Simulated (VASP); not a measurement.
A run of VASP 6.6.1 is set up as follows.

Contents of INCAR:

```
SYSTEM = SnS2
PREC = Accurate
ENCUT = 450
EDIFF = 1E-7
ISMEAR = -1
SIGMA = 0.02
LREAL = .FALSE.
LASPH = .TRUE.
NELM = 120
ALGO = Normal
ISIF = 2
LWAVE = .FALSE.
LCHARG = .FALSE.
GGA = PE
IBRION = 2
NSW = 80
EDIFFG = -0.02
GGA_COMPAT = .FALSE.
NELMIN = 4
```

The input KPOINTS:

```
Automatic mesh
0
G
  14 14 8
  0 0 0
```

POSCAR

```
SnS2
1.0
    3.6050000000      0.0000000000      0.0000000000
   -1.8025000000      3.1220215806      0.0000000000
    0.0000000000      0.0000000000      5.2962000000
Sn S
1 2
Direct
    0.0000000000      0.0000000000      0.0000000000
    0.6666666667      0.3333333333      0.7286993890
    0.3333333333      0.6666666667      0.2713006110
```

Potentials or basis: VASP PAW PBE potentials, release 64 (Sn_d, S).

Launch:

```bash
$ cat potpaw_PBE.64/Sn_d/POTCAR potpaw_PBE.64/S/POTCAR > POTCAR
$ mpirun -np 1 vasp_std > vasp.out
```

Task: Predict the band gap on the k mesh.

Result: 0.82 eV (least direct gap 1.52 eV).

Task: What does it give for the energy gained by relaxing?

Result: 4.6 meV/atom.

Final structure:
```cif
data_structure
_symmetry_space_group_name_H-M 'P 1'
_symmetry_Int_Tables_number 1
_cell_length_a 3.6050
_cell_length_b 3.6050
_cell_length_c 5.2962
_cell_angle_alpha 90.000
_cell_angle_beta 90.000
_cell_angle_gamma 120.000
_cell_volume 59.61
loop_
_atom_site_label
_atom_site_type_symbol
_atom_site_fract_x
_atom_site_fract_y
_atom_site_fract_z
_atom_site_occupancy
Sn1 Sn 0.00000 0.00000 0.00000 1
S1 S 0.66667 0.33333 0.72249 1
S2 S 0.33333 0.66667 0.27751 1
```

Caveat: the cell differs from its parent crystal (z stretched by -3 %); spin-orbit coupling is left out, which moves the levels of the heavy elements. A k mesh can miss the band edges.
